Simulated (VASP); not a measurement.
# HfSi (Pm-3m) in VASP: single point with r2SCAN

Aim: the single point of HfSi with r2SCAN.

Everything below comes from runs of VASP 6.6.1. Logs are shortened: lines on timing, memory, paths and dates and some standing lists are left out, and cuts for length are marked.

## (1) The cell of the first run

Symmetry: Pm-3m, No. 221, cubic system. The conventional cell has a = 3.272 Å, b = 3.272 Å, c = 3.272 Å, α = 90.00°, β = 90.00°, γ = 90.00°. Within 3.7 Å of Hf (site symmetry m-3m) lie 8 Si at 2.83 Å and 6 Hf at 3.27 Å. Si (site symmetry m-3m) has 8 Hf at 2.83 Å and 6 Si at 3.27 Å within 3.7 Å.

## (2) Single point, r2SCAN

The input, POSCAR:

```
HfSi
1.0
    3.2718867077      0.0000000000      0.0000000000
    0.0000000000      3.2718867077      0.0000000000
    0.0000000000      0.0000000000      3.2718867077
Hf Si
1 1
Direct
    0.0000000000      0.0000000000      0.0000000000
    0.5000000000      0.5000000000      0.5000000000
```

The input, INCAR.step1:

```
  PREC = Accurate
  ENCUT = 520
  ISMEAR = 0
  SIGMA = 0.1
  LREAL = F
  LASPH = T
  NELM = 60
  NBANDS = 14
  GGA = PE
  ALGO = Normal
  EDIFF = 1E-4
  LWAVE = T
  LCHARG = F
```

The input, INCAR.step2:

```
  PREC = Accurate
  ENCUT = 520
  EDIFF = 1E-6
  ISMEAR = 0
  SIGMA = 0.1
  LREAL = F
  LASPH = T
  NELM = 60
  ALGO = Normal
  ISIF = 2
  LWAVE = F
  LCHARG = T
  METAGGA = R2SCAN
  LMIXTAU = T
  LELF = T
  LVHAR = T
  NBANDS = 14
  ISTART = 1
```

The input, KPOINTS:

```
regular mesh
0
Gamma
  18 18 18
```

Potentials or basis: VASP PAW PBE potentials, release 64 (Hf_pv, Si).

On the command line:

```bash
$ cat potpaw_PBE.64/Hf_pv/POTCAR potpaw_PBE.64/Si/POTCAR > POTCAR
$ cp INCAR.step1 INCAR
$ mpirun -np 1 vasp_std > vasp.out
$ cp INCAR.step2 INCAR
$ mpirun -np 1 vasp_std > vasp.out
```

OUTCAR:

```text
PREC = Accurate
   ENCUT = 520
   EDIFF = 1E-6
   ISMEAR = 0
   LREAL = F
   LASPH = T
   NELM = 60
   ISIF = 2
   METAGGA = R2SCAN
   ISTART = 1

 ion  position               nearest neighbor table
   1  0.000  0.000  0.000-   2 2.83   2 2.83   2 2.83   2 2.83   2 2.83   2 2.83   2 2.83   2 2.83

   2  0.500  0.500  0.500-   1 2.83   1 2.83   1 2.83   1 2.83   1 2.83   1 2.83   1 2.83   1 2.83

  LATTYP: Found a simple cubic cell.
 ALAT       =     3.2718867077

  Lattice vectors:

 A1 = (   3.2718867077,   0.0000000000,   0.0000000000)
 A2 = (   0.0000000000,   3.2718867077,   0.0000000000)
 A3 = (   0.0000000000,   0.0000000000,   3.2718867077)

Analysis of symmetry for initial positions (statically):
=====================================================================
 Subroutine PRICEL returns:
 Original cell was already a primitive cell.

 Routine SETGRP: Setting up the symmetry group for a
 simple cubic supercell.

 Subroutine GETGRP returns: Found 48 space group operations
 (whereof 48 operations were pure point group operations)
 out of a pool of 48 trial point group operations.

The static configuration has the point symmetry O_h .

Analysis of symmetry for dynamics (positions and initial velocities):
=====================================================================
 Subroutine PRICEL returns:
 Original cell was already a primitive cell.

 Routine SETGRP: Setting up the symmetry group for a
 simple cubic supercell.

 Subroutine GETGRP returns: Found 48 space group operations
 (whereof 48 operations were pure point group operations)
 out of a pool of 48 trial point group operations.

The dynamic configuration has the point symmetry O_h .

 Subroutine INISYM returns: Found 48 space group operations
 (whereof 48 operations are pure point group operations),
 and found     1 'primitive' translations

----------------------------------------------------------------------------------------

                                     Primitive cell

  volume of cell :      35.0263

  direct lattice vectors                    reciprocal lattice vectors
     3.271886708  0.000000000  0.000000000     0.305634054  0.000000000  0.000000000
     0.000000000  3.271886708  0.000000000     0.000000000  0.305634054  0.000000000
     0.000000000  0.000000000  3.271886708     0.000000000  0.000000000  0.305634054

  length of vectors
     3.271886708  3.271886708  3.271886708     0.305634054  0.305634054  0.305634054

  position of ions in fractional coordinates (direct lattice)
     0.000000000  0.000000000  0.000000000
[... 90 lines left out ...]
   NUPDOWN=      -1.0000    fix difference up-down
   EMIN   =  10.00;   EMAX   =-10.00  energy-range for DOS
   EFERMI =   0.00;   METHOD = LEGACY
   ISMEAR =     0;   SIGMA  =   0.10  broadening in eV -4-tet -1-fermi 0-gaus
   EFERMI_NEDOS =   21; number of points for ismear=-14 and -15
   IALGO  =     38    algorithm
   IMIX   =      4    mixing-type and parameters
     AMIX     =   0.40;   BMIX     =  1.00
     AMIX_MAG =   1.60;   BMIX_MAG =  1.00
  volume/ion in A,a.u.               =      17.51       118.18
  Fermi-wavevector in a.u.,A,eV,Ry     =   1.205922  2.278862 19.786247  1.454248
  Thomas-Fermi vector in A             =   2.341604
   LORBIT       =      0    0 simple, 1 ext, 2 COOP (PROOUT), +10 PAW based schemes
   METAGGA = R2SCAN    functional components
   LHFCALC =     F    Hartree Fock is set to
   AEXX    =    0.0000 exact exchange contribution
   IVDW    =     0    specifies the selected vdW correction
   LEPSILON=     F    determine dielectric tensor
   LRPA    =     F    only Hartree local field effects (RPA)
 non-spin polarized calculation
 Gauss-broadening in eV      SIGMA  =   0.10
  energy-cutoff  :      520.00
  volume of cell :       35.03
 maximum number of plane-waves:       968
   NGX = 13   NGY = 13   NGZ = 13

 number of electron      14.0000006 magnetization

 Free energy of the ion-electron system (eV)
  ---------------------------------------------------
  ext. energy  EPLUGINS =         0.00000000
  ---------------------------------------------------
  free energy    TOTEN  =       -54.32149150 eV

  energy without entropy =      -54.30960167  energy(sigma->0) =      -54.31554658

 E-fermi :   7.2373     XC(G=0): -12.3186

 val. band max:        7.2347933223   @ k =   0.4444   0.1667   0.1667
 cond. band min:       7.2391402431   @ k =   0.5000   0.2778   0.2778
 fundamental gap:      0.0043469208
 Fermi energy:         7.2373390812

 k-point     1 :       0.0000    0.0000    0.0000
  band No.  band energies     occupation
      1     -24.3285      2.00000
      2     -24.3285      2.00000
      3     -24.3285      2.00000
      4      -4.6420      2.00000
      5       5.2372      2.00000
      6       5.2372      2.00000
      7       9.2032      0.00000
      8       9.2032      0.00000
      9       9.2032      0.00000
     10      11.2270      0.00000
     11      11.2270      0.00000
     12      11.2270      0.00000
     13      14.8499      0.00000
     14      17.9539      0.00000
[... 377 lines left out ...]
      1     -24.6022      2.00000
      2     -24.3452      2.00000
      3     -24.2991      2.00000
      4      -2.6563      2.00000
      5       2.2715      2.00000
      6       5.8194      2.00000
      7       7.0988      1.94986
      8       7.2982      0.38946
      9      10.9887      0.00000
     10      11.0979      0.00000
     11      13.1994      0.00000
     12      14.3580      0.00000
     13      14.7928      0.00000
     14      17.7287      0.00000

 [... further k-points ...]

------------------------ aborting loop because EDIFF is reached ----------------------------------------

  FORCE on cell =-STRESS in cart. coord.  units (eV):
  Direction    XX          YY          ZZ          XY          YZ          ZX
  --------------------------------------------------------------------------------------
  -------------------------------------------------------------------------------------
  Total       -0.0648045     -0.0648045     -0.0648045     -0.0000000      0.0000000     -0.0000000
  in kB       -2.9642928     -2.9642928     -2.9642928     -0.0000000      0.0000000     -0.0000000
  external PRESSURE =      -2.9642928 kB  Pullay stress =       0.0000000 kB

 VOLUME and BASIS-vectors are now :
 -----------------------------------------------------------------------------
  energy-cutoff  :      520.00
  volume of cell :       35.03
      direct lattice vectors                 reciprocal lattice vectors
     3.271886708  0.000000000  0.000000000     0.305634054  0.000000000  0.000000000
     0.000000000  3.271886708  0.000000000     0.000000000  0.305634054  0.000000000
     0.000000000  0.000000000  3.271886708     0.000000000  0.000000000  0.305634054

 POSITION                                       TOTAL-FORCE (eV/Angst)
 -----------------------------------------------------------------------------------
      0.00000      0.00000      0.00000         0.000000      0.000000      0.000000
      1.63594      1.63594      1.63594         0.000000      0.000000      0.000000
 -----------------------------------------------------------------------------------
    total drift:                               -0.000000      0.000000      0.000000

  FREE ENERGIE OF THE ION-ELECTRON SYSTEM (eV)
  ---------------------------------------------------
  free  energy   TOTEN  =       -54.3214914958 eV

  energy  without entropy=      -54.3096016698  energy(sigma->0) =      -54.31554658
```

It took 66 s on 1 thread of Intel Xeon 6975P-C (Granite Rapids), shared host; peak memory 0.23 GiB.

Results:

| Item | Value |
| --- | --- |
| Free energy | -54.3215 eV |
| Pressure | -0.3 GPa |
| Band gap on the k mesh | zero (bands 7 and 8 overlap by 2.43 eV) |

Levels at points of the mesh, in eV from the Fermi level:
```tsv
k point	band 5	band 6	band 7	band 8	band 9	band 10
(0.00, 0.00, 0.00)	-2.00	-2.00	1.97	1.97	1.97	3.99
(0.50, 0.00, 0.00)	-7.01	-0.59	-0.46	-0.46	4.65	5.35
(0.50, 0.50, 0.00)	-3.41	-3.41	-2.26	1.55	1.55	4.22
(0.50, 0.50, 0.50)	-4.92	-4.92	-4.58	3.34	3.34	3.34
```

Caveat: the PAW data sets were made with another functional, which shifts forces and pressure a little; spin-orbit coupling is left out, which moves the levels of the heavy elements.
